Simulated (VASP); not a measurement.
Set up this calculation in VASP 6.6.1, as the native input.

```
Task                   : relaxation of cell and atoms
Functional             : LDA
Potentials or basis    : VASP PAW LDA potentials, release 64 (Zr_sv, C)
Cutoff                 : 600 eV
k mesh                 : 16 × 16 × 16
Occupations            : gaussian, width 0.1 eV
Spin                   : no spin polarisation
Dipole correction      : no
Further INCAR settings : ALGO = Normal; EDIFF = 1e-07; IBRION = 2; EDIFFG = -0.002; NSW = 100; ISIF = 3
```

The structure of ZrC (lda) lies in POSCAR:

```
ZrC
1.0
    0.0000000000      2.3210646206      2.3210646206
    2.3210646206      0.0000000000      2.3210646206
    2.3210646206      2.3210646206      0.0000000000
Zr C
1 1
Direct
    0.5000000000      0.5000000000      0.5000000000
    0.0000000000      0.0000000000      0.0000000000
```

The input as run:

INCAR

```
PREC = Accurate ; ENCUT = 600
EDIFF = 1E-7 ; ISMEAR = 0
SIGMA = 0.1 ; LREAL = False
LASPH = True ; NELM = 120
ALGO = Normal ; ISIF = 3
LWAVE = False ; LCHARG = False
GGA = CA ; IBRION = 2
NSW = 100 ; EDIFFG = -0.002
GGA_COMPAT = False ; NELMIN = 4
```

KPOINTS

```
Automatic mesh
0
Gamma
  16 16 16
```

Potentials or basis: VASP PAW LDA potentials, release 64 (Zr_sv, C).

Launch:

```console
$ cat potpaw_LDA.64/Zr_sv/POTCAR potpaw_LDA.64/C/POTCAR > POTCAR
$ mpirun -np 1 vasp_std > vasp.out
```

It gave:

```
Relaxed volume                         : 12.53 Å³/atom
Relaxed cell                           : a = 3.284 Å, b = 3.284 Å, c = 3.284 Å, α = 60.00°, β = 60.00°, γ = 60.00°
Space group after relaxing (to 0.05 Å) : Fm-3m (No. 225)
Energy gained by relaxing              : 0.0 meV/atom
Ionic steps                            : 3
Pressure after relaxing                : 0.0 GPa
Band gap on the k mesh                 : zero (band 8 reaches 10.82 eV, above the bottom of band 9 at 9.49 eV)
```

Wall time 95 s on 1 thread of Intel(R) Xeon(R) Platinum 8375C CPU @ 2.90GHz (Ice Lake) (shared host), peak memory 0.2 GiB.
